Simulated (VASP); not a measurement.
Input of a VASP 6.6.1 run:

Contents of POSCAR:

```
BN
1.0
    0.0000000000      1.8048715864      1.8048715864
    1.8048715864      0.0000000000      1.8048715864
    1.8048715864      1.8048715864      0.0000000000
B N
1 1
Direct
    0.0000000000      0.0000000000      0.0000000000
    0.2500000000      0.2500000000      0.2500000000
```

Contents of INCAR.step1:

```
SYSTEM = BN
ALGO = Normal ; EDIFF = 1E-5
ENCUT = 1460 ; GGA = PE
GGA_COMPAT = .FALSE. ; ISMEAR = 0
LASPH = .TRUE. ; LCHARG = .FALSE.
LREAL = .FALSE. ; LWAVE = .TRUE.
NBANDS = 11 ; NELM = 120
PREC = Accurate ; SIGMA = 0.01
```

INCAR.step2

```
SYSTEM = BN
ALGO = Normal ; EDIFF = 1E-6
ENCUT = 1460 ; GGA_COMPAT = .FALSE.
ISIF = 2 ; ISMEAR = 0
ISTART = 1 ; LASPH = .TRUE.
LCHARG = .FALSE. ; LMIXTAU = .TRUE.
LREAL = .FALSE. ; LWAVE = .FALSE.
METAGGA = R2SCAN ; NBANDS = 11
NELM = 120 ; PREC = Accurate
SIGMA = 0.01
```

File KPOINTS:

```
k-points
0
G
  7 7 7
  0 0 0
```

Potentials or basis: VASP PAW PBE potentials, release 64 (B_h, N_h).

The run is started by

```console
$ cat potpaw_PBE.64/B_h/POTCAR potpaw_PBE.64/N_h/POTCAR > POTCAR
$ cp INCAR.step1 INCAR
$ mpirun -np 1 vasp_std > vasp.out
$ cp INCAR.step2 INCAR
$ mpirun -np 1 vasp_std > vasp.out
```

Problem. What does it give for the pressure?

Solution. -0.5 GPa.

Problem. Predict the band gap on the k mesh.

Solution. 5.26 eV (least direct gap 9.57 eV).

Caveat: the k points lie up to 0.43 Å⁻¹ apart; the PAW data sets were made with another functional, which shifts forces and pressure a little; an odd mesh through Γ misses points on the zone boundary, where band edges can lie. r2SCAN opens gaps a little over a GGA but as a rule still falls short of measured ones.
